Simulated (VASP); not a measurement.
Runs of VASP 6.6.1 on Nb. The structure is that of space group Fm-3m (No. 225), or close to it. The cells are those of the table. This isn't the form of Nb at room conditions, which is bcc.

| level | spin | cell | k mesh | cutoff (eV) | smearing | grid for exact exchange (PRECFOCK) | share of exact exchange | gap on the mesh (eV) | pressure (GPa) | moment (μB) |
| --- | --- | --- | --- | --- | --- | --- | --- | --- | --- | --- |
| PBE | off | a = 2.991 Å, angles 60.0°, 1 atom | 11 × 11 × 11 | 520 | gaussian 0.025 eV | - | - | none | (c) | - |
| PBE0 | off | a = 2.991 Å, angles 60.0°, 1 atom | 7 × 7 × 7 | 400 | fermi-dirac 0.1 eV | Normal | 0.25 | none | -6.1 | - |
| PBEsol+D3(BJ) | off | a = 2.909 Å, angles 60.0°, 1 atom | 11 × 11 × 11 | 520 | fermi-dirac 0.05 eV | - | - | none | -0.3 | - |
| r2SCAN0+D3(BJ) | off | a = 2.991 Å, angles 60.0°, 1 atom | 7 × 7 × 7 | 440 | fermi-dirac 0.1 eV | Normal | 0.25 | none | -10.0 | - |
| b88 exchange, pbe correlation | collinear | a = 2.991 Å, angles 60.0°, 1 atom | 11 × 11 × 11 | 500 | gaussian 0.15 eV | - | - | none | -2.5 | 0.00 |
| PBEsol+D4 | off | a = 2.937 Å, angles 60.0°, 1 atom | 11 × 11 × 11 | 520 | fermi-dirac 0.05 eV | - | - | none | -0.3 | - |
| RPBE+D4 | off | a = 2.968 Å, angles 60.0°, 1 atom | 11 × 11 × 11 | 520 | fermi-dirac 0.05 eV | - | - | none | -0.3 | - |
| r2SCAN50 | off | a = 2.909 Å, angles 60.0°, 1 atom | 8 × 8 × 8 | 440 | gaussian 0.15 eV | Normal | 0.5 | none | 11.1 | - |
| PBEsol-based global hybrid with 25 % exact exchange | off | a = 2.991 Å, angles 60.0°, 1 atom | 6 × 6 × 6 | 400 | fermi-dirac 0.05 eV | Normal | 0.25 | none | (b) | - |
| PBE | collinear | a = 3.069 Å, angles 60.0°, 1 atom | 11 × 11 × 11 | 520 | gaussian 0.025 eV | - | - | none | -12.6 | 0.02 |
| b88 exchange, pbe correlation | collinear | a = 3.011 Å, angles 60.0°, 1 atom | 11 × 11 × 11 | 500 | gaussian 0.15 eV | - | - | none | (a) | 0.00 |
| RPBE | off | a = 3.011, b = 3.026, c = 2.990 Å, angles 59.9, 59.5, 58.3°, 1 atom | 8 × 8 × 8 | 520 | fermi-dirac 0.025 eV | - | - | none | 0.4 | - |

Alike in all rows: task single point; potentials or basis VASP PAW PBE potentials, release 64 (Nb_sv).

Problem. Fill in the values left out.

Solution. (a) -5.4; (b) -9.7; (c) -2.3.

Caveats: some runs use coarse meshes; the PAW data sets were made with another functional, which shifts forces and pressure a little (at least some runs); the cell stands under tension (at least some runs); three body term missing (at least some runs); the cell stands under pressure (at least some runs).

A k mesh can miss the band edges, and the runs leave out spin-orbit coupling on Nb.

A gap of «none» marks levels without a gap at the run's occupations.
